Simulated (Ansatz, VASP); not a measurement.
## Two plane-wave programs on Hf

POSCAR

```
Hf
1.0
    0.0000000000      2.2200000000      2.2200000000
    2.3865000000      0.0000000000      2.2200000000
    2.3865000000      2.2200000000      0.0000000000
Hf
1
Direct
    0.0000000000      0.0000000000      0.0000000000
```

Contents of INCAR.step1:

```
SYSTEM = Hf
ALGO = Normal ; EDIFF = 1E-4
ENCUT = 520 ; GGA = PE
ISMEAR = 0 ; LASPH = .True.
LCHARG = .False. ; LREAL = .False.
LWAVE = .True. ; NBANDS = 11
NELM = 80 ; PREC = Accurate
SIGMA = 0.15
```

INCAR.step2

```
SYSTEM = Hf
ALGO = Normal ; EDIFF = 1E-6
ENCUT = 520 ; ISIF = 2
ISMEAR = 0 ; ISTART = 1
LASPH = .True. ; LCHARG = .False.
LMIXTAU = .True. ; LREAL = .False.
LWAVE = .False. ; METAGGA = R2SCAN
NBANDS = 11 ; NELM = 80
PREC = Accurate ; SIGMA = 0.15
```

File KPOINTS:

```
k-points
0
Gamma
  18 18 18
  0 0 0
```

Input for Ansatz:

```yaml
crystal:
  lattice:
    - [0.0, 2.22, 2.22]
    - [2.3865, 0.0, 2.22]
    - [2.3865, 2.22, 0.0]
  atoms:
    - { symbol: Hf, position: [0.0, 0.0, 0.0] }
basis:
  ecutwfc: 500
kpoints:
  mp_grid: { grid: [18, 18, 18] }
hamiltonian:
  xc: r2scan
scf:
  occupations: { method: gaussian, width: 0.15 }
output:
  forces: true
  stress: true
  eigenvalues: true
```

Change from the starting cell: strain +0.0750 x Voigt [1, 0, 0, 0, 0, 0], atoms carried along.

Alike in both runs: task single point; functional r2SCAN; k mesh 18 × 18 × 18; occupations gaussian, width 0.15 eV; no spin polarisation.

|  | VASP | Ansatz |
| --- | --- | --- |
| version | VASP 6.6.1 | Ansatz 0.2.0 |
| potentials or method | VASP PAW PBE potentials, release 64 (Hf_pv), cutoff 520 eV | scalar-relativistic, plane waves, PAW |
| valence electrons in the cell | 10 | 26 |

Ansatz gave:

```
gap on the k mesh at the Fermi level (eV)                     : none
pressure (GPa)                                                : -4.5
traceless stress, the component that is largest in VASP (GPa) : -2.68
```

**Question.** What did VASP give for the same quantities?

**Answer.** gap on the k mesh at the Fermi level (eV): none; pressure (GPa): -5.1; traceless stress, the component that is largest in VASP (GPa): -2.69.

VASP's potentials were made for PBE, not for r2SCAN. A gap of «none» marks a metal or a gap that the smearing closes. The functional is the same, so the differences come from potentials, cutoffs and numerics. VASP's potentials hold 10 valence electrons a cell and Ansatz's 26, so a difference there can come from the potentials and not from the codes.

Neither program's run includes spin-orbit coupling.
